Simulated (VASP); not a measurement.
# HF (Pmmn) in VASP: single point with PBEsol

Aim: the single point of HF with PBEsol.

All numbers are computed with VASP 6.6.1; they aren't measurements. Logs are shortened: lines on timing, memory, paths and dates and some standing lists are left out, and cuts for length are marked.

## (1) The cell of the first run

Symmetry: Pmmn, No. 59, orthorhombic system. The conventional cell has a = 2.234 Å, b = 2.897 Å, c = 4.943 Å, α = 90.00°, β = 90.00°, γ = 90.00°. H (site symmetry mm2) has 4 F at 1.83 to 1.97 Å and 6 H at 1.90 to 2.23 Å within 2.4 Å. F (site symmetry mm2) has 4 H at 1.83 to 1.97 Å and 2 F at 2.23 Å within 2.4 Å.

## (2) Single point, PBEsol

File POSCAR:

```
HF
1.0
    2.2339100000      0.0000000000      0.0000000000
    0.0000000000      2.8968770000      0.0000000000
    0.0000000000      0.0000000000      4.9434270000
H F
2 2
Direct
    0.0000000000      0.5000000000      0.4490000000
    0.5000000000      0.0000000000      0.5510000000
    0.0000000000      0.0000000000      0.2230000000
    0.5000000000      0.5000000000      0.7770000000
```

File INCAR.step1:

```
SYSTEM = HF
ALGO     = Normal         ! electronic algorithm
EDIFF    = 1E-7           ! SCF threshold, eV
ENCUT    = 520            ! plane-wave cutoff, eV
GGA      = PS             ! functional
ISIF     = 2              ! what is computed and relaxed
ISMEAR   = 0              ! smearing method
LASPH    = .TRUE.         ! aspherical terms in the spheres
LCHARG   = .TRUE.         ! write CHGCAR
LREAL    = .FALSE.        ! projectors in reciprocal space
LWAVE    = .FALSE.        ! write WAVECAR
NBANDS   = 16             ! bands
NELM     = 80             ! most SCF steps
PREC     = Accurate       ! precision mode
SIGMA    = 0.0177         ! smearing width, eV
```

File KPOINTS.step1:

```
k-points
0
G
  11 9 5
  0 0 0
```

File INCAR.step2:

```
SYSTEM = HF
ALGO     = Normal         ! electronic algorithm
EDIFF    = 1E-7           ! SCF threshold, eV
ENCUT    = 520            ! plane-wave cutoff, eV
GGA      = PS             ! functional
ICHARG   = 11             ! starting density
ISIF     = 2              ! what is computed and relaxed
ISMEAR   = -5             ! smearing method
LASPH    = .TRUE.         ! aspherical terms in the spheres
LCHARG   = .FALSE.        ! write CHGCAR
LORBIT   = 11             ! projections on sites
LREAL    = .FALSE.        ! projectors in reciprocal space
LWAVE    = .FALSE.        ! write WAVECAR
NEDOS    = 2001           ! points of the DOS
NELM     = 80             ! most SCF steps
PREC     = Accurate       ! precision mode
SIGMA    = 0.0177         ! smearing width, eV
```

File KPOINTS.step2:

```
k-points
0
G
  17 14 8
  0 0 0
```

Potentials or basis: VASP PAW PBE potentials, release 64 (H, F).

Run with:

```bash
> cat potpaw_PBE.64/H/POTCAR potpaw_PBE.64/F/POTCAR > POTCAR
> cp INCAR.step1 INCAR
> cp KPOINTS.step1 KPOINTS
> mpirun -np 1 vasp_std > vasp.out
> cp INCAR.step2 INCAR
> cp KPOINTS.step2 KPOINTS
> mpirun -np 1 vasp_std > vasp.out
```

OUTCAR:

```text
SYSTEM = HF
   EDIFF = 1E-7
   ENCUT = 520
   GGA = PS
   ICHARG = 11
   ISIF = 2
   ISMEAR = -5
   LASPH = .TRUE.
   LORBIT = 11
   LREAL = .FALSE.
   NELM = 80
   PREC = Accurate

 ion  position               nearest neighbor table
   1  0.000  0.500  0.449-
   2  0.500  0.000  0.551-
   3  0.000  0.000  0.223-
   4  0.500  0.500  0.777-

  LATTYP: Found a simple orthorhombic cell.
 ALAT       =     2.2339100000
 B/A-ratio  =     1.2967742657
 C/A-ratio  =     2.2129033846

  Lattice vectors:

 A1 = (   2.2339100000,   0.0000000000,   0.0000000000)
 A2 = (   0.0000000000,   2.8968770000,   0.0000000000)
 A3 = (   0.0000000000,   0.0000000000,   4.9434270000)

Analysis of symmetry for initial positions (statically):
=====================================================================
 Subroutine PRICEL returns:
 Original cell was already a primitive cell.

 Routine SETGRP: Setting up the symmetry group for a
 simple orthorhombic supercell.

 Subroutine GETGRP returns: Found  8 space group operations
 (whereof  4 operations were pure point group operations)
 out of a pool of  8 trial point group operations.

The static configuration has the point symmetry C_2v.
 The point group associated with its full space group is D_2h.

Analysis of symmetry for dynamics (positions and initial velocities):
=====================================================================
 Subroutine PRICEL returns:
 Original cell was already a primitive cell.

 Routine SETGRP: Setting up the symmetry group for a
 simple orthorhombic supercell.

 Subroutine GETGRP returns: Found  8 space group operations
 (whereof  4 operations were pure point group operations)
 out of a pool of  8 trial point group operations.

The dynamic configuration has the point symmetry C_2v.
 The point group associated with its full space group is D_2h.

 Subroutine INISYM returns: Found  8 space group operations
 (whereof  4 operations are pure point group operations),
 and found     1 'primitive' translations

----------------------------------------------------------------------------------------

                                     Primitive cell

  volume of cell :      31.9907

  direct lattice vectors                    reciprocal lattice vectors
     2.233910000  0.000000000  0.000000000     0.447645608  0.000000000  0.000000000
     0.000000000  2.896877000  0.000000000     0.000000000  0.345199330  0.000000000
     0.000000000  0.000000000  4.943427000     0.000000000  0.000000000  0.202288817

  length of vectors
     2.233910000  2.896877000  4.943427000     0.447645608  0.345199330  0.202288817

  position of ions in fractional coordinates (direct lattice)
     0.000000000  0.500000000  0.449000000
     0.500000000  0.000000000  0.551000000
     0.000000000  0.000000000  0.223000000
     0.500000000  0.500000000  0.777000000

  ion indices of the primitive-cell ions
   primitive index   ion index
                 1           1
                 2           2
                 3           3
                 4           4

----------------------------------------------------------------------------------------

 KPOINTS: k-points

Automatic generation of k-mesh.
 Grid dimensions read from file:
 generate k-points for:   17   14    8

 Generating k-lattice:

  Cartesian coordinates                     Fractional coordinates (reciprocal lattice)
     0.026332095  0.000000000  0.000000000     0.058823529  0.000000000  0.000000000
     0.000000000  0.024657095  0.000000000     0.000000000  0.071428571  0.000000000
     0.000000000  0.000000000  0.025286102     0.000000000  0.000000000  0.125000000

  Length of vectors
     0.026332095  0.024657095  0.025286102

  Shift w.r.t. Gamma in fractional coordinates (k-lattice)
     0.000000000  0.000000000  0.000000000

 TETIRR: Found   5712 inequivalent tetrahedra from    11424

 Subroutine IBZKPT returns following result:
 ===========================================

 Found    360 irreducible k-points:

 Following reciprocal coordinates:
            Coordinates               Weight
  0.000000  0.000000  0.000000      1.000000
  0.058824  0.000000  0.000000      2.000000
  0.117647  0.000000  0.000000      2.000000
  0.176471  0.000000  0.000000      2.000000
  0.235294  0.000000  0.000000      2.000000
  0.294118  0.000000  0.000000      2.000000
[... 16 lines left out ...]
  0.235294  0.142857  0.000000      4.000000
  0.294118  0.142857  0.000000      4.000000
 [... further k-points ...]
   k-points           NKPTS =    360   k-points in BZ     NKDIM =    360   number of bands    NBANDS=     12
   number of dos      NEDOS =   2001   number of ions     NIONS =      4
   total plane-waves  NPLWV =  17280
   dimension x,y,z NGX =    18 NGY =   24 NGZ =   40
   dimension x,y,z NGXF=    36 NGYF=   48 NGZF=   80
   ions per type =               2   2
   NGX,Y,Z   is equivalent  to a cutoff of  13.40, 13.77, 13.45 a.u.
   NGXF,Y,Z  is equivalent  to a cutoff of  26.79, 27.55, 26.90 a.u.
 SYSTEM =  HF
   PREC   = accura    normal or accurate (medium, high low for compatibility)
   ISTART =      0    job   : 0-new  1-cont  2-samecut
   ICHARG =     11    charge: 1-file 2-atom 10-const
   ISPIN  =      1    spin polarized calculation?
   LNONCOLLINEAR =      F non collinear calculations
   LSORBIT =      F    spin-orbit coupling
   LASPH  =      T    aspherical Exc in radial PAW
   ENCUT  =  520.0 eV  38.22 Ry    6.18 a.u.   4.15  5.39  9.19*2*pi/ulx,y,z
   NELM   =     80;   NELMIN=  2; NELMDL=  0     # of ELM steps
   EDIFF  = 0.1E-06   stopping-criterion for ELM
   LREAL  =      F    real-space projection
   EDIFFG = 0.1E-05   stopping-criterion for IOM
   NSW    =      0    number of steps for IOM
   IBRION =     -1    ionic relax: 0-MD 1-quasi-New 2-CG
   NFREE  =      0    steps in history (QN), initial steepest desc. (CG)
   ISIF   =      2    stress and relaxation
   ISYM   =      2    0-nonsym 1-usesym 2-fastsym
   POTIM  = 0.5000    time-step for ionic-motion
   TEBEG  =    0.0;   TEEND  =   0.0 temperature during run
   PSTRESS=    0.0 pullay stress
   NELECT =      16.0000    total number of electrons
   NUPDOWN=      -1.0000    fix difference up-down
   EMIN   =  10.00;   EMAX   =-10.00  energy-range for DOS
   EFERMI =   0.00;   METHOD = LEGACY
   ISMEAR =    -5;   SIGMA  =   0.02  broadening in eV -4-tet -1-fermi 0-gaus
   EFERMI_NEDOS =   21; number of points for ismear=-14 and -15
   IALGO  =     38    algorithm
   IMIX   =      4    mixing-type and parameters
     AMIX     =   0.40;   BMIX     =  1.00
     AMIX_MAG =   1.60;   BMIX_MAG =  1.00
  volume/ion in A,a.u.               =       8.00        53.97
  Fermi-wavevector in a.u.,A,eV,Ry     =   1.299492  2.455683 22.975872  1.688679
  Thomas-Fermi vector in A             =   2.430752
   LORBIT       =     11    0 simple, 1 ext, 2 COOP (PROOUT), +10 PAW based schemes
   GGA     = PS    functional components
   LHFCALC =     F    Hartree Fock is set to
   AEXX    =    0.0000 exact exchange contribution
   IVDW    =     0    specifies the selected vdW correction
   LEPSILON=     F    determine dielectric tensor
   LRPA    =     F    only Hartree local field effects (RPA)
 non-spin polarized calculation
 Fermi weights with tetrahedron method with Bloechl corrections
  energy-cutoff  :      520.00
  volume of cell :       31.99
 maximum number of plane-waves:       884
 NGX is ok and might be reduce to    18

 number of electron      15.9999989 magnetization

 Free energy of the ion-electron system (eV)
  ---------------------------------------------------
  ext. energy  EPLUGINS =         0.00000000
  ---------------------------------------------------
  free energy    TOTEN  =       -10.03327577 eV

  energy without entropy =      -10.03327577  energy(sigma->0) =      -10.03327577

 E-fermi :  -1.8768     XC(G=0):  -9.6039

 val. band max:       -1.8732833556   @ k =   0.0000   0.2857   0.0000
 cond. band min:      -1.8862053925   @ k =   0.0000   0.0000   0.1250
 fundamental gap:     -0.0129220369
 Fermi energy:        -1.8767648668

 k-point     1 :       0.0000    0.0000    0.0000
  band No.  band energies     occupation
      1     -23.9366      2.00000
      2     -23.3814      2.00000
      3      -9.2272      2.00000
      4      -4.5478      2.00000
      5      -4.3032      2.00000
      6      -4.0460      2.00000
      7      -2.2044      2.00000
      8      -2.0406      2.00000
      9      -1.8806      0.23408
     10       2.0042      0.00000
     11      10.6024      0.00000
     12      12.4296      0.00000

 k-point     2 :       0.0588    0.0000    0.0000
  band No.  band energies     occupation
      1     -23.8990      2.00000
      2     -23.3517      2.00000
      3      -9.1563      2.00000
      4      -4.5213      2.00000
      5      -4.2894      2.00000
      6      -4.0275      2.00000
      7      -2.4440      2.00000
      8      -2.2057      2.00000
      9      -1.7393     -0.05111
     10       2.0464      0.00000
     11      10.6778      0.00000
     12      12.4035      0.00000
[... 301 lines left out ...]
 k-point    23 :       0.2353    0.1429    0.0000
  band No.  band energies     occupation
      1     -23.3420      2.00000
      2     -22.9521      2.00000
      3      -7.9925      2.00000
      4      -4.6828      2.00000
      5      -4.5041      2.00000
      6      -4.2466      2.00000
      7      -3.9748      2.00000
      8      -3.8094      2.00000
      9      -0.7470      0.00000
     10       2.2474      0.00000
     11      11.6536      0.00000
     12      11.9408      0.00000

 k-point    24 :       0.2941    0.1429    0.0000
  band No.  band energies     occupation
      1     -23.1061      2.00000
      2     -22.7813      2.00000
      3      -7.4879      2.00000
      4      -4.9127      2.00000
      5      -4.8453      2.00000
      6      -4.4626      2.00000
      7      -4.0696      2.00000
      8      -3.9599      2.00000
      9      -0.4653      0.00000
     10       2.2533      0.00000
     11      11.0175      0.00000
     12      12.4628      0.00000

 [... further k-points ...]

------------------------ aborting loop because EDIFF is reached ----------------------------------------

  FORCE on cell =-STRESS in cart. coord.  units (eV):
  Direction    XX          YY          ZZ          XY          YZ          ZX
  --------------------------------------------------------------------------------------
  -------------------------------------------------------------------------------------
  Total        4.9251019     -6.0963769    -10.1077000      0.0000000      0.0000000      0.0000000
  in kB      246.6618294   -305.3223083   -506.2197375      0.0000000      0.0000000      0.0000000
  external PRESSURE =    -188.2934055 kB  Pullay stress =       0.0000000 kB

 VOLUME and BASIS-vectors are now :
 -----------------------------------------------------------------------------
  energy-cutoff  :      520.00
  volume of cell :       31.99
      direct lattice vectors                 reciprocal lattice vectors
     2.233910000  0.000000000  0.000000000     0.447645608  0.000000000  0.000000000
     0.000000000  2.896877000  0.000000000     0.000000000  0.345199330  0.000000000
     0.000000000  0.000000000  4.943427000     0.000000000  0.000000000  0.202288817

 POSITION                                       TOTAL-FORCE (eV/Angst)
 -----------------------------------------------------------------------------------
      0.00000      1.44844      2.21960         0.000000      0.000000     -0.735214
      1.11695      0.00000      2.72383         0.000000      0.000000      0.735214
      0.00000      0.00000      1.10238         0.000000      0.000000      3.904893
      1.11695      1.44844      3.84104         0.000000      0.000000     -3.904893
 -----------------------------------------------------------------------------------
    total drift:                                0.000000      0.000000     -0.000000

  FREE ENERGIE OF THE ION-ELECTRON SYSTEM (eV)
  ---------------------------------------------------
  free  energy   TOTEN  =       -10.0332757708 eV

  energy  without entropy=      -10.0332757708  energy(sigma->0) =      -10.03327577

 total charge

# of ion       s       p       d       tot
------------------------------------------
    1        0.242   0.012   0.000   0.254
    2        0.242   0.012   0.000   0.254
    3        1.759   4.140   0.000   5.899
    4        1.759   4.140   0.000   5.899
--------------------------------------------------
tot          4.002   8.304   0.000  12.306
```

It took 2 min on 1 thread of AMD EPYC 7R43 (Zen 3), shared host; peak memory 0.19 GiB.

Results:

- Valence electrons inside the program's atomic spheres: H 0.25; F 5.90

Caveat: the nearest neighbours stand farther apart than a usual bond; the PAW data sets were made with another functional, which shifts forces and pressure a little.
